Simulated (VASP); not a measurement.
Here is a VASP 6.6.1 calculation.

Contents of INCAR:

```
SYSTEM = Si2W
PREC = Accurate
ENCUT = 520
EDIFF = 1E-6
ISMEAR = -1
SIGMA = 0.05
LREAL = .FALSE.
LASPH = .TRUE.
NELM = 100
ALGO = Normal
ISIF = 2
LWAVE = .FALSE.
LCHARG = .TRUE.
GGA = PE
LELF = .TRUE.
LVHAR = .TRUE.
NBANDS = 43
```

Contents of KPOINTS:

```
regular mesh
0
G
  5 5 3
  0 0 0
```

File POSCAR:

```
Si2W
1.0
    4.7091894297      0.0000000000      0.0000000000
   -2.3545947149      4.0782776774      0.0000000000
    0.0000000000      0.0000000000      6.6532220000
W Si
3 6
Direct
    0.5000000000      0.0000000000      0.5000000000
    0.5000000000      0.5000000000      0.8333333333
    0.0000000000      0.5000000000      0.1666666667
    0.3275031966      0.1637515983      0.1666666667
    0.8362484017      0.1637515983      0.8333333333
    0.1637515983      0.3275031966      0.5000000000
    0.6724968034      0.8362484017      0.1666666667
    0.1637515983      0.8362484017      0.8333333333
    0.8362484017      0.6724968034      0.5000000000
```

Potentials or basis: VASP PAW PBE potentials, release 64 (W_sv, Si).

Run with:

```console
$ cat potpaw_PBE.64/W_sv/POTCAR potpaw_PBE.64/Si/POTCAR > POTCAR
$ mpirun -np 1 vasp_std > vasp.out
```

Q: Estimate the pressure.

A: -8.1 GPa.

Q: Estimate the band gap on the k mesh.

A: 0.30 eV, indirect (least direct gap 0.78 eV).

Q: Predict the largest force.

A: 0.004 eV/Å.

Forces in eV/Å, atoms in the order of the input:
```
W    0.000  0.000  0.000
W    0.000  0.000  0.000
W    0.000  0.000  0.000
Si  -0.004 -0.002  0.000
Si   0.004 -0.002  0.000
Si   0.000 -0.004  0.000
Si   0.004  0.002  0.000
Si  -0.004  0.002  0.000
Si   0.000  0.004  0.000
```

Caveat: spin-orbit coupling is left out, which moves the levels of the heavy elements. A k mesh can miss the band edges.
